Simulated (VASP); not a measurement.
# C (Fd-3m) in VASP: elastic constants with PBE

Aim: the elastic constants of C with PBE.

Everything below comes from runs of VASP 6.6.1. Logs are shortened: lines on timing, memory, paths and dates and some standing lists are left out, and cuts for length are marked.

## 1. The cell of the first run

Symmetry: Fd-3m, No. 227, cubic system. Conventional cell: a = 3.571 Å, b = 3.571 Å, c = 3.571 Å, α = 90.00°, β = 90.00°, γ = 90.00°. Within 2.1 Å of C (site symmetry -43m) lie 4 C at 1.55 Å.

## 2. Elastic constants, PBE

Input file INCAR:

```
SYSTEM = C
PREC = Accurate ; ENCUT = 600
EDIFF = 1E-8 ; ISMEAR = 0
SIGMA = 0.01 ; LREAL = .FALSE.
LASPH = .TRUE. ; NELM = 80
ALGO = Normal ; ISIF = 3
LWAVE = .FALSE. ; LCHARG = .FALSE.
GGA = PE ; IBRION = 6
NFREE = 2 ; POTIM = 0.015
NSW = 1
```

Input file KPOINTS:

```
Automatic mesh
0
G
  12 12 12
  0 0 0
```

Input file POSCAR:

```
C
1.0
    0.0000000000      1.7857313644      1.7857313644
    1.7857313644      0.0000000000      1.7857313644
    1.7857313644      1.7857313644      0.0000000000
C
2
Direct
    0.0000000000      0.0000000000      0.0000000000
    0.2500000000      0.2500000000      0.2500000000
```

Potentials or basis: VASP PAW PBE potentials, release 64 (C).

Run with:

```sh
$ cat potpaw_PBE.64/C/POTCAR > POTCAR
$ mpirun -np 1 vasp_std > vasp.out
```

OUTCAR:

```text
SYSTEM = C
   PREC = Accurate
   ENCUT = 600
   EDIFF = 1E-8
   ISMEAR = 0
   LREAL = .FALSE.
   LASPH = .TRUE.
   NELM = 80
   ISIF = 3
   GGA = PE
   IBRION = 6
   NFREE = 2
   POTIM = 0.015
   NSW = 1

 ion  position               nearest neighbor table
   1  0.000  0.000  0.000-   2 1.55   2 1.55   2 1.55   2 1.55
   2  0.250  0.250  0.250-   1 1.55   1 1.55   1 1.55   1 1.55

  LATTYP: Found a face centered cubic cell.
 ALAT       =     3.5714627288

  Lattice vectors:

 A1 = (   0.0000000000,   1.7857313644,   1.7857313644)
 A2 = (   1.7857313644,   0.0000000000,   1.7857313644)
 A3 = (   1.7857313644,   1.7857313644,   0.0000000000)

Analysis of symmetry for initial positions (statically):
=====================================================================
 Subroutine PRICEL returns:
 Original cell was already a primitive cell.

 Routine SETGRP: Setting up the symmetry group for a
 face centered cubic supercell.

 Subroutine GETGRP returns: Found 48 space group operations
 (whereof 24 operations were pure point group operations)
 out of a pool of 48 trial point group operations.

The static configuration has the point symmetry T_d .
 The point group associated with its full space group is O_h .

Analysis of symmetry for dynamics (positions and initial velocities):
=====================================================================
 Subroutine PRICEL returns:
 Original cell was already a primitive cell.

 Routine SETGRP: Setting up the symmetry group for a
 face centered cubic supercell.

 Subroutine GETGRP returns: Found 48 space group operations
 (whereof 24 operations were pure point group operations)
 out of a pool of 48 trial point group operations.

The dynamic configuration has the point symmetry T_d .
 The point group associated with its full space group is O_h .

 Subroutine INISYM returns: Found 48 space group operations
 (whereof 24 operations are pure point group operations),
 and found     1 'primitive' translations

----------------------------------------------------------------------------------------

                                     Primitive cell

  volume of cell :      11.3888

  direct lattice vectors                    reciprocal lattice vectors
     0.000000000  1.785731364  1.785731364    -0.279997322  0.279997322  0.279997322
     1.785731364  0.000000000  1.785731364     0.279997322 -0.279997322  0.279997322
     1.785731364  1.785731364  0.000000000     0.279997322  0.279997322 -0.279997322

  length of vectors
     2.525405514  2.525405514  2.525405514     0.484969588  0.484969588  0.484969588

  position of ions in fractional coordinates (direct lattice)
     0.000000000  0.000000000  0.000000000
     0.250000000  0.250000000  0.250000000

  ion indices of the primitive-cell ions
   primitive index   ion index
                 1           1
                 2           2

----------------------------------------------------------------------------------------

 KPOINTS: Automatic mesh

Automatic generation of k-mesh.
 Grid dimensions read from file:
 generate k-points for:   12   12   12

 Generating k-lattice:

  Cartesian coordinates                     Fractional coordinates (reciprocal lattice)
    -0.023333110  0.023333110  0.023333110     0.083333333  0.000000000  0.000000000
     0.023333110 -0.023333110  0.023333110     0.000000000  0.083333333  0.000000000
     0.023333110  0.023333110 -0.023333110     0.000000000  0.000000000  0.083333333

  Length of vectors
     0.040414132  0.040414132  0.040414132

  Shift w.r.t. Gamma in fractional coordinates (k-lattice)
[... 102 lines left out ...]

------------------------ aborting loop because EDIFF is reached ----------------------------------------

  FORCE on cell =-STRESS in cart. coord.  units (eV):
  Direction    XX          YY          ZZ          XY          YZ          ZX
  --------------------------------------------------------------------------------------
  -------------------------------------------------------------------------------------
  Total        0.0027738      0.0027738      0.0027738      0.0000000      0.0000000     -0.0000000
  in kB        0.3902160      0.3902160      0.3902160      0.0000000      0.0000000     -0.0000000
  external PRESSURE =       0.3902160 kB  Pullay stress =       0.0000000 kB
[... 89 lines left out ...]
  FREE ENERGIE OF THE ION-ELECTRON SYSTEM (eV)
  ---------------------------------------------------
  free  energy   TOTEN  =       -18.1819490592 eV

  energy  without entropy=      -18.1819490592  energy(sigma->0) =      -18.18194906

 E-fermi :  10.1451     XC(G=0): -13.3070

 val. band max:       10.0411873957   @ k =   0.0000   0.0000   0.0000
 cond. band min:      13.8356559575   @ k =   0.3333   0.3333   0.0000
 fundamental gap:      3.7944685619
 Fermi energy:        10.1451195683

 k-point     1 :       0.0000    0.0000    0.0000
  band No.  band energies     occupation
      1     -11.7361      2.00000
      2       9.8154      2.00000
      3       9.8154      2.00000
      4      10.0412      2.00000
      5      15.3882      0.00000
      6      15.5766      0.00000
      7      15.5766      0.00000
      8      23.4746      0.00000
[... 243 lines left out ...]
 k-point    24 :      -0.4167    0.1667    0.0000
  band No.  band energies     occupation
      1      -5.5128      2.00000
      2      -2.7070      2.00000
      3       4.5284      2.00000
      4       6.1184      2.00000
      5      17.2674      0.00000
      6      20.1683      0.00000
      7      21.3832      0.00000
      8      25.3992      0.00000

 [... further k-points ...]

[... ionic steps 4 to 12 ...]

--------------------------------------- Ionic step       13  -------------------------------------------

 number of electron       7.9999999 magnetization

------------------------ aborting loop because EDIFF is reached ----------------------------------------
[... 67 lines left out ...]
--------------------------------------- Ionic step       15  -------------------------------------------

 number of electron       7.9999999 magnetization

 Free energy of the ion-electron system (eV)
  ---------------------------------------------------
  ext. energy  EPLUGINS =         0.00000000
  ---------------------------------------------------
  free energy    TOTEN  =       -18.18633503 eV

  energy without entropy =      -18.18633503  energy(sigma->0) =      -18.18633503

 E-fermi :   9.9382     XC(G=0): -13.2308

 val. band max:        9.9004474969   @ k =   0.0000   0.0000   0.0000
 cond. band min:      13.8110270382   @ k =   0.3333   0.3333   0.0000
 fundamental gap:      3.9105795413
 Fermi energy:         9.9381687689

 k-point     1 :       0.0000    0.0000    0.0000
  band No.  band energies     occupation
      1     -11.7524      2.00000
      2       9.4417      2.00000
      3       9.6742      2.00000
      4       9.9004      2.00000
      5      15.0487      0.00000
      6      15.2463      0.00000
      7      15.4548      0.00000
      8      22.9106      0.00000
[... 282 lines left out ...]
  FREE ENERGIE OF THE ION-ELECTRON SYSTEM (eV)
  ---------------------------------------------------
  free  energy   TOTEN  =       -18.1863350280 eV

  energy  without entropy=      -18.1863350280  energy(sigma->0) =      -18.18633503

 INTERNAL STRAIN TENSORS FROM STRAINED CELLS
 ============================================

 INTERNAL STRAIN TENSOR FOR ION    1 for displacements in x,y,z  (eV/Angst):
          X           Y           Z          XY          YZ          ZX
  --------------------------------------------------------------------------------
  x    -0.00000    -0.00000     0.00000    -0.00000     2.90750    -0.00000
  y     0.00000     0.00000     0.00000    -0.00000    -0.00000     2.90713
  z    -0.00000     0.00000    -0.00000     2.90781    -0.00000    -0.00000

 INTERNAL STRAIN TENSORS FROM DISPLACED ATOMS
 ============================================

 INTERNAL STRAIN TENSOR FOR ION    1 for displacements in x,y,z  (eV/Angst):
          X           Y           Z          XY          YZ          ZX
  --------------------------------------------------------------------------------
  x     0.00000    -0.00000    -0.00000     0.00000     2.90454     0.00000
  y    -0.00000     0.00000    -0.00000     0.00000     0.00000     2.90454
  z    -0.00000    -0.00000     0.00000     2.90454     0.00000     0.00000

 INTERNAL STRAIN TENSOR FOR ION    2 for displacements in x,y,z  (eV/Angst):
          X           Y           Z          XY          YZ          ZX
  --------------------------------------------------------------------------------
  x    -0.00000     0.00000     0.00000     0.00000    -2.90454     0.00000
  y     0.00000    -0.00000     0.00000     0.00000     0.00000    -2.90454
  z     0.00000     0.00000    -0.00000    -2.90454     0.00000     0.00000

 Eigenvectors and eigenvalues of the dynamical matrix
 ----------------------------------------------------

   1 f  =   38.775333 THz   243.632601 2PiTHz 1293.405879 cm-1   160.361819 meV
             X         Y         Z           dx          dy          dz
      0.000000  0.000000  0.000000     0.000000   -0.707107    0.000000
      0.892866  0.892866  0.892866     0.000000    0.707107    0.000000
[... 21 lines left out ...]
   6 f  =    0.000000 THz     0.000000 2PiTHz    0.000000 cm-1     0.000000 meV
             X         Y         Z           dx          dy          dz
      0.000000  0.000000  0.000000     0.000000    0.000000    0.707107
      0.892866  0.892866  0.892866     0.000000    0.000000    0.707107

--------------------------------------------------------------------------------------------------------

 ELASTIC MODULI CONTR FROM IONIC RELAXATION (kBar)
 Direction    XX          YY          ZZ          XY          YZ          ZX
 --------------------------------------------------------------------------------
 XX          -0.0000      0.0000      0.0000      0.0000     -0.0000      0.0000
 YY           0.0000     -0.0000     -0.0000      0.0000      0.0000     -0.0000
 ZZ           0.0000     -0.0000     -0.0000     -0.0000      0.0000      0.0000
 XY           0.0000      0.0000     -0.0000    -32.1239      0.0000      0.0000
 YZ          -0.0000      0.0000      0.0000      0.0000    -32.1239      0.0000
 ZX           0.0000     -0.0000      0.0000      0.0000      0.0000    -32.1239
 --------------------------------------------------------------------------------

 TOTAL ELASTIC MODULI (kBar)
 Direction    XX          YY          ZZ          XY          YZ          ZX
 --------------------------------------------------------------------------------
 XX       10496.6464   1243.5081   1243.5081     -0.0000     -0.0000      0.0000
 YY        1243.5081  10496.6464   1243.5081      0.0000     -0.0000      0.0000
 ZZ        1243.5081   1243.5081  10496.6464      0.0000     -0.0000     -0.0000
 XY          -0.0000      0.0000      0.0000   5596.1484      0.0000      0.0000
 YZ          -0.0000     -0.0000     -0.0000      0.0000   5596.1484      0.0000
 ZX           0.0000      0.0000     -0.0000      0.0000      0.0000   5596.1484
 --------------------------------------------------------------------------------
```

Wall time 3.2 min (1 thread of Intel Xeon 6975P-C, shared host); peak memory 0.19 GiB.

Results:

* Elastic constants C11, C12, C44: 1050, 124, 560 GPa
* Voigt bulk modulus: 433 GPa
* Highest phonon frequency at Γ: 1293 cm⁻¹

Phonon frequencies in cm⁻¹ (negative: imaginary):
```tsv
q point	frequencies
(0.000, 0.000, 0.000)	0 0 0 1293 1293 1293
```

Elastic tensor in Voigt notation (GPa, in the Cartesian axes of the cell as first typed):
```
1050  124  124    0    0    0
 124 1050  124    0    0    0
 124  124 1050    0    0    0
   0    0    0  560    0    0
   0    0    0    0  560    0
   0    0    0    0    0  560
```

Clamped-ion elastic tensor (GPa):
```
1050  124  124    0    0    0
 124 1050  124    0    0    0
 124  124 1050    0    0    0
   0    0    0  563    0    0
   0    0    0    0  563    0
   0    0    0    0    0  563
```
